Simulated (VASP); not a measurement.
# BaTiO3 (Pm-3m) in VASP: notebook

The runs below take BaTiO3 through single point, with PBE, r2SCAN.

All numbers are computed with VASP 6.6.1; they aren't measurements. Logs are shortened: lines on timing, memory, paths and dates and some standing lists are left out, and cuts for length are marked.

## (1) The cell of the first run

The structure is cubic, space group Pm-3m (No. 221). The conventional cell has a = 4.085 Å, b = 4.085 Å, c = 4.085 Å, α = 90.00°, β = 90.00°, γ = 90.00°. Ba (site symmetry m-3m) has 12 O at 2.89 Å and 8 Ti at 3.54 Å within 3.8 Å. Within 2.7 Å of Ti (site symmetry m-3m) lie 6 O at 2.04 Å. Within 2.7 Å of O (site symmetry 4/mmm) lie 2 Ti at 2.04 Å.

## (2) Single point, PBE

Input file INCAR:

```
SYSTEM = BaTiO3
  PREC = Accurate
  ENCUT = 520
  EDIFF = 1E-6
  ISMEAR = -1
  SIGMA = 0.05
  LREAL = .FALSE.
  LASPH = .TRUE.
  NELM = 60
  ALGO = Normal
  ISIF = 2
  LWAVE = .FALSE.
  LCHARG = .FALSE.
  GGA = PE
  NBANDS = 28
```

Input file KPOINTS:

```
regular mesh
0
G
  7 7 7
  0 0 0
```

Input file POSCAR:

```
BaTiO3
1.0
    4.0845689666      0.0000000000      0.0000000000
    0.0000000000      4.0845689666      0.0000000000
    0.0000000000      0.0000000000      4.0845689666
Ba Ti O
1 1 3
Direct
    0.5000000000      0.5000000000      0.5000000000
    0.0000000000      0.0000000000      0.0000000000
    0.0000000000      0.0000000000      0.5000000000
    0.0000000000      0.5000000000      0.0000000000
    0.5000000000      0.0000000000      0.0000000000
```

Potentials or basis: VASP PAW PBE potentials, release 64 (Ba_sv, Ti_sv, O).

Launch:

```sh
cat potpaw_PBE.64/Ba_sv/POTCAR potpaw_PBE.64/Ti_sv/POTCAR potpaw_PBE.64/O/POTCAR > POTCAR
mpirun -np 1 vasp_std > vasp.out
```

OUTCAR:

```text
SYSTEM = BaTiO3
   PREC = Accurate
   ENCUT = 520
   EDIFF = 1E-6
   ISMEAR = -1
   LREAL = .FALSE.
   LASPH = .TRUE.
   NELM = 60
   ISIF = 2
   GGA = PE

 ion  position               nearest neighbor table
   1  0.500  0.500  0.500-   3 2.89   4 2.89   5 2.89   4 2.89   5 2.89   3 2.89   5 2.89   5 2.89
                             3 2.89   4 2.89   4 2.89   3 2.89   2 3.54   2 3.54   2 3.54   2 3.54
   2  0.000  0.000  0.000-   3 2.04   4 2.04   5 2.04   3 2.04   4 2.04   5 2.04   1 3.54   1 3.54
                             1 3.54   1 3.54   1 3.54   1 3.54   1 3.54   1 3.54
   3  0.000  0.000  0.500-   2 2.04   2 2.04   1 2.89   1 2.89   1 2.89   1 2.89
   4  0.000  0.500  0.000-   2 2.04   2 2.04   1 2.89   1 2.89   1 2.89   1 2.89
   5  0.500  0.000  0.000-   2 2.04   2 2.04   1 2.89   1 2.89   1 2.89   1 2.89

  LATTYP: Found a simple cubic cell.
 ALAT       =     4.0845689666

  Lattice vectors:

 A1 = (   4.0845689666,   0.0000000000,   0.0000000000)
 A2 = (   0.0000000000,   4.0845689666,   0.0000000000)
 A3 = (   0.0000000000,   0.0000000000,   4.0845689666)

Analysis of symmetry for initial positions (statically):
=====================================================================
 Subroutine PRICEL returns:
 Original cell was already a primitive cell.

 Routine SETGRP: Setting up the symmetry group for a
 simple cubic supercell.

 Subroutine GETGRP returns: Found 48 space group operations
 (whereof 48 operations were pure point group operations)
 out of a pool of 48 trial point group operations.

The static configuration has the point symmetry O_h .

Analysis of symmetry for dynamics (positions and initial velocities):
=====================================================================
 Subroutine PRICEL returns:
 Original cell was already a primitive cell.

 Routine SETGRP: Setting up the symmetry group for a
 simple cubic supercell.

 Subroutine GETGRP returns: Found 48 space group operations
 (whereof 48 operations were pure point group operations)
 out of a pool of 48 trial point group operations.

The dynamic configuration has the point symmetry O_h .

 Subroutine INISYM returns: Found 48 space group operations
 (whereof 48 operations are pure point group operations),
 and found     1 'primitive' translations

----------------------------------------------------------------------------------------

                                     Primitive cell

  volume of cell :      68.1457

  direct lattice vectors                    reciprocal lattice vectors
     4.084568967  0.000000000  0.000000000     0.244823874  0.000000000  0.000000000
     0.000000000  4.084568967  0.000000000     0.000000000  0.244823874  0.000000000
     0.000000000  0.000000000  4.084568967     0.000000000  0.000000000  0.244823874

  length of vectors
     4.084568967  4.084568967  4.084568967     0.244823874  0.244823874  0.244823874

  position of ions in fractional coordinates (direct lattice)
     0.500000000  0.500000000  0.500000000
     0.000000000  0.000000000  0.000000000
     0.000000000  0.000000000  0.500000000
     0.000000000  0.500000000  0.000000000
     0.500000000  0.000000000  0.000000000

  ion indices of the primitive-cell ions
   primitive index   ion index
                 1           1
                 2           2
                 3           3
                 4           4
                 5           5

----------------------------------------------------------------------------------------

 KPOINTS: regular mesh

Automatic generation of k-mesh.
 Grid dimensions read from file:
 generate k-points for:    7    7    7

 Generating k-lattice:

  Cartesian coordinates                     Fractional coordinates (reciprocal lattice)
     0.034974839  0.000000000  0.000000000     0.142857143  0.000000000  0.000000000
     0.000000000  0.034974839  0.000000000     0.000000000  0.142857143  0.000000000
     0.000000000  0.000000000  0.034974839     0.000000000  0.000000000  0.142857143

  Length of vectors
     0.034974839  0.034974839  0.034974839

  Shift w.r.t. Gamma in fractional coordinates (k-lattice)
     0.000000000  0.000000000  0.000000000

 Subroutine IBZKPT returns following result:
 ===========================================

 Found     20 irreducible k-points:

 Following reciprocal coordinates:
            Coordinates               Weight
  0.000000  0.000000  0.000000      1.000000
  0.142857  0.000000  0.000000      6.000000
  0.285714  0.000000  0.000000      6.000000
  0.428571  0.000000  0.000000      6.000000
  0.142857  0.142857  0.000000     12.000000
  0.285714  0.142857  0.000000     24.000000
[... 12 lines left out ...]
  0.428571  0.428571  0.285714     24.000000
  0.428571  0.428571  0.428571      8.000000
   k-points           NKPTS =     20   k-points in BZ     NKDIM =     20   number of bands    NBANDS=     28
   number of dos      NEDOS =    301   number of ions     NIONS =      5
   total plane-waves  NPLWV =  27000
   dimension x,y,z NGX =    30 NGY =   30 NGZ =   30
   dimension x,y,z NGXF=    60 NGYF=   60 NGZF=   60
   ions per type =               1   1   3
   NGX,Y,Z   is equivalent  to a cutoff of  12.21, 12.21, 12.21 a.u.
   NGXF,Y,Z  is equivalent  to a cutoff of  24.42, 24.42, 24.42 a.u.
 SYSTEM =  BaTiO3
   PREC   = accura    normal or accurate (medium, high low for compatibility)
   ISTART =      0    job   : 0-new  1-cont  2-samecut
   ICHARG =      2    charge: 1-file 2-atom 10-const
   ISPIN  =      1    spin polarized calculation?
   LNONCOLLINEAR =      F non collinear calculations
   LSORBIT =      F    spin-orbit coupling
   LASPH  =      T    aspherical Exc in radial PAW
   ENCUT  =  520.0 eV  38.22 Ry    6.18 a.u.   7.59  7.59  7.59*2*pi/ulx,y,z
   NELM   =     60;   NELMIN=  2; NELMDL= -5     # of ELM steps
   EDIFF  = 0.1E-05   stopping-criterion for ELM
   LREAL  =      F    real-space projection
   EDIFFG = 0.1E-04   stopping-criterion for IOM
   NSW    =      0    number of steps for IOM
   IBRION =     -1    ionic relax: 0-MD 1-quasi-New 2-CG
   NFREE  =      0    steps in history (QN), initial steepest desc. (CG)
   ISIF   =      2    stress and relaxation
   ISYM   =      2    0-nonsym 1-usesym 2-fastsym
   POTIM  = 0.5000    time-step for ionic-motion
   TEBEG  =    0.0;   TEEND  =   0.0 temperature during run
   PSTRESS=    0.0 pullay stress
   NELECT =      40.0000    total number of electrons
   NUPDOWN=      -1.0000    fix difference up-down
   EMIN   =  10.00;   EMAX   =-10.00  energy-range for DOS
   EFERMI =   0.00;   METHOD = LEGACY
   ISMEAR =    -1;   SIGMA  =   0.05  broadening in eV -4-tet -1-fermi 0-gaus
   EFERMI_NEDOS =   21; number of points for ismear=-14 and -15
   IALGO  =     38    algorithm
   IMIX   =      4    mixing-type and parameters
     AMIX     =   0.40;   BMIX     =  1.00
     AMIX_MAG =   1.60;   BMIX_MAG =  1.00
  volume/ion in A,a.u.               =      13.63        91.97
  Fermi-wavevector in a.u.,A,eV,Ry     =   1.370720  2.590284 25.563605  1.878872
  Thomas-Fermi vector in A             =   2.496481
   LORBIT       =      0    0 simple, 1 ext, 2 COOP (PROOUT), +10 PAW based schemes
   GGA     = PE    functional components
   LHFCALC =     F    Hartree Fock is set to
   AEXX    =    0.0000 exact exchange contribution
   IVDW    =     0    specifies the selected vdW correction
   LEPSILON=     F    determine dielectric tensor
   LRPA    =     F    only Hartree local field effects (RPA)
 non-spin polarized calculation
  energy-cutoff  :      520.00
  volume of cell :       68.15
 maximum number of plane-waves:      1850
   NGX = 15   NGY = 15   NGZ = 15

 number of electron      39.9999990 magnetization

 Free energy of the ion-electron system (eV)
  ---------------------------------------------------
  ext. energy  EPLUGINS =         0.00000000
  ---------------------------------------------------
  free energy    TOTEN  =       -39.94235609 eV

  energy without entropy =      -39.94235608  energy(sigma->0) =      -39.94235608

 E-fermi :   4.1911     XC(G=0): -10.9421

 val. band max:        3.3214765264   @ k =   0.4286   0.4286   0.4286
 cond. band min:       4.9980507902   @ k =   0.0000   0.0000   0.0000
 fundamental gap:      1.6765742638
 Fermi energy:         4.1910606088

 k-point     1 :       0.0000    0.0000    0.0000
  band No.  band energies     occupation
      1     -53.5116      2.00000
      2     -29.6926      2.00000
      3     -29.6926      2.00000
      4     -29.6926      2.00000
      5     -21.5917      2.00000
      6     -13.3712      2.00000
[... 20 lines left out ...]
     27       8.3589      0.00000
     28      10.1137      0.00000

 k-point     2 :       0.1429    0.0000    0.0000
  band No.  band energies     occupation
      1     -53.5115      2.00000
      2     -29.6998      2.00000
      3     -29.6923      2.00000
      4     -29.6923      2.00000
      5     -21.5759      2.00000
      6     -13.3718      2.00000
[... 20 lines left out ...]
     27       8.7260      0.00000
     28      10.5859      0.00000

 k-point     3 :       0.2857    0.0000    0.0000
  band No.  band energies     occupation
      1     -53.5112      2.00000
      2     -29.7160      2.00000
      3     -29.6918      2.00000
      4     -29.6918      2.00000
      5     -21.5400      2.00000
      6     -13.4203      2.00000
[... 20 lines left out ...]
     27       9.6365      0.00000
     28      11.4277      0.00000

 k-point     4 :       0.4286    0.0000    0.0000
  band No.  band energies     occupation
      1     -53.5110      2.00000
      2     -29.7288      2.00000
      3     -29.6913      2.00000
      4     -29.6913      2.00000
      5     -21.5108      2.00000
      6     -13.4913      2.00000
[... 454 lines left out ...]
     27      10.9891      0.00000
     28      11.0942      0.00000

 k-point    19 :       0.4286    0.4286    0.2857
  band No.  band energies     occupation
      1     -53.5099      2.00000
      2     -29.7258      2.00000
      3     -29.7257      2.00000
      4     -29.7126      2.00000
      5     -21.4232      2.00000
      6     -12.7809      2.00000
[... 20 lines left out ...]
     27      10.8178      0.00000
     28      10.8810      0.00000

 k-point    20 :       0.4286    0.4286    0.4286
  band No.  band energies     occupation
      1     -53.5097      2.00000
      2     -29.7252      2.00000
      3     -29.7251      2.00000
      4     -29.7251      2.00000
      5     -21.4058      2.00000
      6     -12.6149      2.00000
[... 20 lines left out ...]
     27      10.3736      0.00000
     28      10.3736      0.00000

------------------------ aborting loop because EDIFF is reached ----------------------------------------

  FORCE on cell =-STRESS in cart. coord.  units (eV):
  Direction    XX          YY          ZZ          XY          YZ          ZX
  --------------------------------------------------------------------------------------
  -------------------------------------------------------------------------------------
  Total       -2.3987177     -2.3987177     -2.3987177     -0.0000000      0.0000000     -0.0000000
  in kB      -56.3963535    -56.3963535    -56.3963535     -0.0000000      0.0000000     -0.0000000
  external PRESSURE =     -56.3963535 kB  Pullay stress =       0.0000000 kB

 VOLUME and BASIS-vectors are now :
 -----------------------------------------------------------------------------
  energy-cutoff  :      520.00
  volume of cell :       68.15
      direct lattice vectors                 reciprocal lattice vectors
     4.084568967  0.000000000  0.000000000     0.244823874  0.000000000  0.000000000
     0.000000000  4.084568967  0.000000000     0.000000000  0.244823874  0.000000000
     0.000000000  0.000000000  4.084568967     0.000000000  0.000000000  0.244823874

 POSITION                                       TOTAL-FORCE (eV/Angst)
 -----------------------------------------------------------------------------------
      2.04228      2.04228      2.04228         0.000000      0.000000      0.000000
      0.00000      0.00000      0.00000         0.000000      0.000000      0.000000
      0.00000      0.00000      2.04228         0.000000      0.000000      0.000000
      0.00000      2.04228      0.00000         0.000000      0.000000      0.000000
      2.04228      0.00000      0.00000         0.000000      0.000000      0.000000
 -----------------------------------------------------------------------------------
    total drift:                                0.000000     -0.000000      0.000000

  FREE ENERGIE OF THE ION-ELECTRON SYSTEM (eV)
  ---------------------------------------------------
  free  energy   TOTEN  =       -39.9423560865 eV

  energy  without entropy=      -39.9423560777  energy(sigma->0) =      -39.94235608
```

Wall time 42 s (1 thread of Intel Xeon 6975P-C, shared host); peak memory 0.19 GiB.

Results:

```yaml
Free_energy: -39.9424 eV
Pressure: -5.6 GPa
Band_gap_on_the_k_mesh: 1.68 eV, indirect (least direct gap 1.82 eV)
```

Levels at points of the mesh, in eV from the valence-band top:
```tsv
k point	band 17	band 18	band 19	band 20	band 21	band 22	band 23	band 24
(0.00, 0.00, 0.00)	-0.94	-0.14	-0.14	-0.14	1.68	1.68	1.68	3.55
```

Caveat: spin-orbit coupling is left out, which moves the levels of the heavy elements. A k mesh can miss the band edges.

## (3) Single point, PBE

This run uses another cell than the first one, of 12.99 Å³/atom, 0.953 times its volume.

Input file INCAR:

```
ALGO     = Normal         # electronic algorithm
EDIFF    = 1E-6           # SCF threshold, eV
ENCUT    = 520            # plane-wave cutoff, eV
GGA      = PE             # functional
ISIF     = 2              # what is computed and relaxed
ISMEAR   = -1             # smearing method
LASPH    = T              # aspherical terms in the spheres
LCHARG   = F              # write CHGCAR
LREAL    = F              # projectors in reciprocal space
LWAVE    = F              # write WAVECAR
NBANDS   = 28             # bands
NELM     = 60             # most SCF steps
PREC     = Accurate       # precision mode
SIGMA    = 0.05           # smearing width, eV
```

Input file KPOINTS:

```
k-points
0
Gamma
  7 7 7
```

POSCAR: that of step 2 with these lines changed.

```diff
@@ -2,5 +2,5 @@
 1.0
-    4.0845689666      0.0000000000      0.0000000000
-    0.0000000000      4.0845689666      0.0000000000
-    0.0000000000      0.0000000000      4.0845689666
+    4.0192428844      0.0000000000      0.0000000000
+    0.0000000000      4.0192428844      0.0000000000
+    0.0000000000      0.0000000000      4.0192428844
 Ba Ti O
```

Potentials or basis: VASP PAW PBE potentials, release 64 (Ba_sv, Ti_sv, O).

Launch:

```sh
cat potpaw_PBE.64/Ba_sv/POTCAR potpaw_PBE.64/Ti_sv/POTCAR potpaw_PBE.64/O/POTCAR > POTCAR
mpirun -np 1 vasp_std > vasp.out
```

Run time: 35 s. Hardware: 1 thread of Intel Xeon 6975P-C, shared host; peak memory 0.19 GiB.

The run converged. Its results:

- Free energy: -39.9816 eV
- Pressure: 1.7 GPa
- Band gap on the k mesh: 1.78 eV, indirect (least direct gap 1.88 eV)

Levels at points of the mesh, in eV from the valence-band top:
```tsv
k point	band 17	band 18	band 19	band 20	band 21	band 22	band 23	band 24
(0.00, 0.00, 0.00)	-1.01	-0.10	-0.10	-0.10	1.78	1.78	1.78	3.88
```

Caveat: spin-orbit coupling is left out, which moves the levels of the heavy elements. A k mesh can miss the band edges.

(Part 1 of 2 ends here.)
